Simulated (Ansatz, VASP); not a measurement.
Se in VASP and in Ansatz

Contents of INCAR:

```
  PREC = Accurate
  ENCUT = 520
  EDIFF = 1E-6
  ISMEAR = -1
  SIGMA = 0.01
  LREAL = False
  LASPH = True
  NELM = 60
  ALGO = Normal
  ISIF = 2
  LWAVE = False
  LCHARG = False
  GGA = PS
  NBANDS = 27
```

The input KPOINTS:

```
regular mesh
0
Gamma
  6 6 6
```

The input POSCAR:

```
Se
1.0
    5.6998737542      3.2908236463      1.4812347869
   -5.6998737542      3.2908236463      1.4812347869
    0.0000000000     -6.5816472927      1.4812347869
Se
6
Direct
    0.2806600000      0.1625100000      0.9181800000
    0.9181800000      0.2806600000      0.1625100000
    0.1625100000      0.9181800000      0.2806600000
    0.7193400000      0.8374900000      0.0818200000
    0.0818200000      0.7193400000      0.8374900000
    0.8374900000      0.0818200000      0.7193400000
```

Input for Ansatz:

```yaml
crystal:
  lattice:
    - [5.6998737542, 3.2908236463, 1.4812347869]
    - [-5.6998737542, 3.2908236463, 1.4812347869]
    - [0.0, -6.5816472927, 1.4812347869]
  atoms:
    - { symbol: Se, position: [0.28066, 0.16251, 0.91818] }
    - { symbol: Se, position: [0.91818, 0.28066, 0.16251] }
    - { symbol: Se, position: [0.16251, 0.91818, 0.28066] }
    - { symbol: Se, position: [0.71934, 0.83749, 0.08182] }
    - { symbol: Se, position: [0.08182, 0.71934, 0.83749] }
    - { symbol: Se, position: [0.83749, 0.08182, 0.71934] }
kpoints:
  mp_grid: { grid: [6, 6, 6] }
  band_path:
    path:
      - [0.0, 0.0, 0.0]
      - [0.5, 0.0, 0.0]
      - [0.5, -0.5, 0.5]
      - [0.200433267, -0.799566733, 0.200433267]
      - [0.200433267, 0.200433267, 0.200433267]
      - [0.0, 0.0, 0.0]
      - [0.5, -0.5, 0.0]
    npoints: 5
scf:
  occupations: { method: fermi_dirac, width: 0.01 }
hamiltonian:
  xc: pbesol
  pseudopotentials: { kind: all_electron, lapw: { basis_error: 0.001 } }
output:
  forces: true
  stress: true
  eigenvalues: true
```

Change from the starting cell: volume scaled by 1.01.

Alike in both runs: task single point; functional PBEsol; k mesh 6 × 6 × 6; occupations fermi-dirac, width 0.01 eV; no spin polarisation.

|  | VASP | Ansatz |
| --- | --- | --- |
| version | VASP 6.6.1 | Ansatz 0.2.0 |
| potentials or method | VASP PAW PBE potentials, release 64 (Se), cutoff 520 eV | all-electron LAPW, scalar-relativistic |

|  | VASP | Ansatz | Ansatz less VASP |
| --- | --- | --- | --- |
| gap on the k mesh at the Fermi level (eV) | 1.11 | 1.12 | +0.012 |
| pressure (GPa) | -0.2 | -0.4 | -0.19 |
| traceless stress, the component that is largest in VASP (GPa) | 0.29 | 0.36 | +0.071 |
| rms of the force components (eV/Å) | 0.161 | 0.133 | -0.0281 |

VASP's potentials were made for PBE, not for PBEsol. Atom by atom the forces differ by 0.031 eV/Å (rms over components). Ansatz ran all-electron here, and VASP with PAW potentials.
